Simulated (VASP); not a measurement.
A run of VASP 6.6.1 is set up as follows.

Contents of INCAR:

```
SYSTEM = CsH
  ALGO = Normal
  EDIFF = 1E-7
  ENCUT = 520
  ISIF = 2
  ISMEAR = 0
  LASPH = .True.
  LCHARG = .False.
  LREAL = .False.
  LWAVE = .False.
  NBANDS = 12
  NELM = 80
  PREC = Accurate
  SIGMA = 0.05
```

The input KPOINTS:

```
k-points
0
Gamma
  8 8 8
  0 0 0
```

Contents of POSCAR:

```
CsH
1.0
    0.0000000000      3.4430400000      3.4430400000
    3.4430400000      0.0000000000      3.4430400000
    3.4430400000      3.4430400000      0.0000000000
Cs H
1 1
Direct
    0.0000000000      0.0000000000      0.0000000000
    0.5000000000      0.5000000000      0.5000000000
```

Potentials or basis: VASP PAW LDA potentials, release 64 (Cs_sv, H).

Command:

```sh
$ cat potpaw_LDA.64/Cs_sv/POTCAR potpaw_LDA.64/H/POTCAR > POTCAR
$ mpirun -np 1 vasp_std > vasp.out
```

Estimate the band gap on the k mesh.

2.14 eV, direct.

What does it give for the pressure?

-2.2 GPa.

Caveat: the cell differs from its parent crystal (strain +0.080 along x and y, +0.080 along z); spin-orbit coupling is left out, which moves the levels of the heavy elements. A k mesh can miss the band edges.
